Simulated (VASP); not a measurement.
A run of VASP 6.6.1 is set up as follows.

Contents of INCAR:

```
SYSTEM = SnO
PREC = Accurate
ENCUT = 520
EDIFF = 1E-6
ISMEAR = -1
SIGMA = 0.05
LREAL = .FALSE.
LASPH = .TRUE.
NELM = 80
ALGO = Normal
ISIF = 2
LWAVE = .FALSE.
LCHARG = .FALSE.
GGA = B5
ALDAX = 1.0
AGGAX = 1.0
AGGAC = 1.0
ALDAC = 0.0
IVDW = 12
VDW_S6 = 1.0
VDW_S8 = 2.6996
VDW_A1 = 0.4298
VDW_A2 = 4.2359
NBANDS = 28
```

Contents of KPOINTS:

```
regular mesh
0
G
  7 7 6
  0 0 0
```

The input POSCAR:

```
SnO
1.0
    3.8731849266      0.0000000000      0.0000000000
    0.0000000000      3.8731849266      0.0000000000
    0.0000000000      0.0000000000      4.8108173572
Sn O
2 2
Direct
    0.5000000000      0.0000000000      0.7589931647
    0.0000000000      0.5000000000      0.2410068353
    0.0000000000      0.0000000000      0.0000000000
    0.5000000000      0.5000000000      0.0000000000
```

Potentials or basis: VASP PAW PBE potentials, release 64 (Sn_d, O).

Launch:

```console
$ cat potpaw_PBE.64/Sn_d/POTCAR potpaw_PBE.64/O/POTCAR > POTCAR
$ mpirun -np 1 vasp_std > vasp.out
```

Predict the pressure.

0.2 GPa.

What does it give for the band gap on the k mesh?

0.60 eV, indirect (least direct gap 2.20 eV).

Estimate the largest force.

0.095 eV/Å.

Forces in eV/Å, atoms in the order of the input:
```
Sn   0.000  0.000 -0.095
Sn   0.000  0.000  0.095
O    0.000  0.000  0.000
O    0.000  0.000  0.000
```

Caveat: the PAW data sets were made with another functional, which shifts forces and pressure a little; spin-orbit coupling is left out, which moves the levels of the heavy elements. A k mesh can miss the band edges.
